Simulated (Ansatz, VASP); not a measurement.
## Two plane-wave programs on KZnF3

File INCAR:

```
SYSTEM = KZnF3
PREC = Accurate
ENCUT = 520
EDIFF = 1E-6
ISMEAR = 0
SIGMA = 0.02
LREAL = .False.
LASPH = .True.
NELM = 80
ALGO = Normal
ISIF = 2
LWAVE = .False.
LCHARG = .False.
GGA = PE
NBANDS = 29
```

The input KPOINTS:

```
Automatic mesh
0
Gamma
  6 6 6
  0 0 0
```

Contents of POSCAR:

```
KZnF3
1.0
    4.1273411201      0.0000000000      0.0000000000
    0.0000000000      4.1273411201      0.0000000000
    0.0000000000      0.0000000000      4.1273411201
K Zn F
1 1 3
Direct
    0.0000000000      0.0000000000      0.0000000000
    0.5000000000      0.5000000000      0.5000000000
    0.0000000000      0.5000000000      0.5000000000
    0.5000000000      0.0000000000      0.5000000000
    0.5000000000      0.5000000000      0.0000000000
```

Input for Ansatz:

```yaml
crystal:
  lattice:
    - [4.1273411201, 0.0, 0.0]
    - [0.0, 4.1273411201, 0.0]
    - [0.0, 0.0, 4.1273411201]
  atoms:
    - { symbol: K, position: [0.0, 0.0, 0.0] }
    - { symbol: Zn, position: [0.5, 0.5, 0.5] }
    - { symbol: F, position: [0.0, 0.5, 0.5] }
    - { symbol: F, position: [0.5, 0.0, 0.5] }
    - { symbol: F, position: [0.5, 0.5, 0.0] }
basis:
  ecutwfc: 420
kpoints:
  mp_grid: { grid: [6, 6, 6] }
hamiltonian:
  xc: pbe
scf:
  occupations: { method: gaussian, width: 0.02 }
  n_extra_bands: 20
output:
  forces: false
  stress: false
  eigenvalues: true
  optics: { e_range: [0, 14], sigma: 0.1, nscf_kmesh: { grid: [9, 9, 9] } }
checkpoint:
  read: start.run
  write: ck
  compress: false
  write_wavefunctions: false
  write_every: 100000
```

Alike in both runs: task single point; functional PBE; k mesh 6 × 6 × 6; occupations gaussian, width 0.02 eV; no spin polarisation.

```csv
,VASP,Ansatz
version,VASP 6.6.1,Ansatz 0.2.0
potentials or method,"VASP PAW PBE potentials, release 64 (K_sv, Zn, F), cutoff 520 eV","scalar-relativistic, plane waves, PAW"
valence electrons in the cell,42,42
```

VASP gave:

* gap on the k mesh at the Fermi level (eV): 3.65
* least direct gap on the mesh (eV): 5.19

What did Ansatz give for the same quantities?

gap on the k mesh at the Fermi level (eV): 3.71; least direct gap on the mesh (eV): 5.22.
